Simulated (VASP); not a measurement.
## W6C: relaxation of cell and atoms with PBE

Crystal: W6C.

```
CELL_PARAMETERS angstrom
-3.18006 3.18006 3.18006
3.18006 -3.18006 3.18006
3.18006 3.18006 -3.18006
ATOMIC_POSITIONS crystal
W 0.68836 0.68836 0.00000
W 0.31164 0.31164 0.00000
W 0.00000 0.31164 0.31164
W 0.00000 0.68836 0.68836
W 0.68836 0.00000 0.68836
W 0.31164 0.00000 0.31164
C 0.00000 0.00000 0.00000
```

- Program: VASP 6.6.1
- Task: relaxation of cell and atoms
- Functional: PBE
- Potentials or basis: VASP PAW PBE potentials, release 64 (W_sv, C)
- Cutoff: 600 eV
- k mesh: 8 × 8 × 8
- Occupations: gaussian, width 0.1 eV
- Spin: no spin polarisation
- Dipole correction: no
- Further INCAR settings: ALGO = Normal; EDIFF = 1e-07; IBRION = 2; EDIFFG = -0.01; NSW = 100; ISIF = 3

The relaxed volume is 18.46 Å³/atom and the relaxed cell is a = 5.516 Å, b = 5.516 Å, c = 5.516 Å, α = 109.47°, β = 109.47°, γ = 109.47°. The space group after relaxing (to 0.05 Å) is Im-3m (No. 229), the energy gained by relaxing is 0.2 meV/atom and the ionic steps are 5. The pressure after relaxing is 0.0 GPa and the band gap on the k mesh is zero (band 44 reaches 8.13 eV, above the bottom of band 45 at 7.07 eV).

Step by step:
```
step  energy change (eV)  largest force (eV/Å)  pressure (GPa)  volume (Å³)
   1              0.0000                0.0127            0.77       128.64
   2              0.0053                0.1535           -1.71       130.29
   3             -0.0012                0.0382            0.01       129.13
   4             -0.0013                0.0247           -0.01       129.23
   5             -0.0013                0.0003            0.00       129.19
```

Final structure:
```xyz
7
Lattice="-3.1846 3.1846 3.1846 3.1846 -3.1846 3.1846 3.1846 3.1846 -3.1846" Properties=species:S:1:pos:R:3 pbc="T T T"
W     0.0000    0.0000    4.3851
W     0.0000    0.0000    1.9842
W     1.9842    0.0000    0.0000
W     4.3851    0.0000    0.0000
W     0.0000    4.3851    0.0000
W     0.0000    1.9842    0.0000
C     0.0000    0.0000    0.0000
```

Levels at points of the mesh, in eV from the Fermi level:
| k point | band 42 | band 43 | band 44 | band 45 | band 46 | band 47 |
| --- | --- | --- | --- | --- | --- | --- |
| (0.00, 0.00, 0.00) | -1.00 | -0.37 | -0.37 | -0.37 | -0.10 | 0.15 |
| (0.50, 0.00, 0.00) | -0.80 | -0.76 | 0.19 | 0.66 | 0.68 | 1.16 |
| (0.50, 0.50, 0.50) | -1.42 | -0.82 | -0.82 | -0.82 | -0.53 | 0.38 |

Run time: 13 min on 1 thread of Intel(R) Xeon(R) Platinum 8488C (Sapphire Rapids), on a shared host, peak memory 0.43 GiB.

Caveat: spin-orbit coupling is left out, which moves the levels of the heavy elements.
